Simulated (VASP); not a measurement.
# MoW7: single point with PBE

MoW7:

```xyz
8
Lattice="-3.1801 3.1801 3.1801 3.1801 -3.1801 3.1801 3.1801 3.1801 -3.1801" Properties=species:S:1:pos:R:3 pbc="T T T"
Mo    0.0000    0.0000    0.0000
W     0.0000    3.1801    0.0000
W     1.5901    1.5901    1.5901
W     3.1801    0.0000    0.0000
W     1.5901   -1.5901    1.5901
W     0.0000    0.0000    3.1801
W    -1.5901    1.5901    1.5901
W     1.5901    1.5901   -1.5901
```

| Item | Value |
| --- | --- |
| Program | VASP 6.6.1 |
| Task | single point |
| Functional | PBE |
| Potentials or basis | VASP PAW PBE potentials, release 64 (Mo_sv, W_sv) |
| Cutoff | 520 eV |
| k mesh | 8 × 8 × 8 |
| Occupations | gaussian, width 0.1 eV |
| Spin | no spin polarisation |
| Dipole correction | no |
| Further INCAR settings | ALGO = Fast; EDIFF = 1e-07; NBANDS = 66 |

* Pressure: 0.5 GPa
* Band gap on the k mesh: zero (bands 56 and 57 overlap by 1.32 eV)

Levels at points of the mesh, in eV from the Fermi level:
```
           k point  band 52  band 53  band 54  band 55  band 56  band 57  band 58  band 59  band 60  band 61
(0.00, 0.00, 0.00)     0.63     0.63     0.81     0.81     0.81     1.73     1.73     2.05     2.05     2.05
(0.50, 0.00, 0.00)    -2.10    -1.83    -1.79    -0.75    -0.66     0.12     0.14     1.28     1.39     1.52
(0.50, 0.50, 0.50)    -0.67    -0.67    -0.54    -0.54    -0.54    -0.51    -0.51    -0.51    -0.49    -0.49
```

Wall time 9 min on 1 thread of Intel Xeon 8259CL (shared host), peak memory 0.37 GiB.

Caveat: spin-orbit coupling is left out, which moves the levels of the heavy elements.
